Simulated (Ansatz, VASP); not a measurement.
## SnO2: VASP beside Ansatz

```
CELL_PARAMETERS angstrom
4.41188 0.00000 0.00000
0.00000 4.68658 0.00000
0.00000 0.00000 3.16589
ATOMIC_POSITIONS crystal
Sn 0.50000 0.50000 0.50000
Sn 0.00000 0.00000 0.00000
O 0.27468 0.33486 0.00000
O 0.77468 0.16514 0.50000
O 0.22532 0.83486 0.50000
O 0.72532 0.66514 0.00000
```

Change from the starting cell: volume 10.910 Å^3 an atom, stretch along a over the lengths across it, relative to the relaxed cell 0.9415.

Alike in both runs: functional LDA; k mesh 6 × 6 × 10; occupations gaussian, width 0.05 eV; no spin polarisation.

Ansatz relaxed the structure, and its values are those at the end. VASP's run is a single point on that final structure, the one shown.

|  | VASP | Ansatz |
| --- | --- | --- |
| version | VASP 6.6.1 | Ansatz 0.2.0 |
| potentials or method | VASP PAW LDA potentials, release 64 (Sn_d, O), cutoff 520 eV | scalar-relativistic, plane waves, PAW |
| valence electrons in the cell | 52 | 52 |

Ansatz gave:

| Item | Value |
| --- | --- |
| gap on the k mesh at the Fermi level (eV) | 2.34 |
| least direct gap on the mesh (eV) | 2.35 |
| pressure (GPa) | 17.4 |
| rms of the force components (eV/Å) | 0.005 |

**Question.** Which values does VASP return?

**Answer.** gap on the k mesh at the Fermi level (eV): 2.37; least direct gap on the mesh (eV): 2.38; pressure (GPa): 18.8; rms of the force components (eV/Å): 0.013.

LDA's correlation is that of Perdew and Zunger in VASP and of Perdew and Wang (1992) in Ansatz. Ansatz's warnings: stress scf threshold loose.
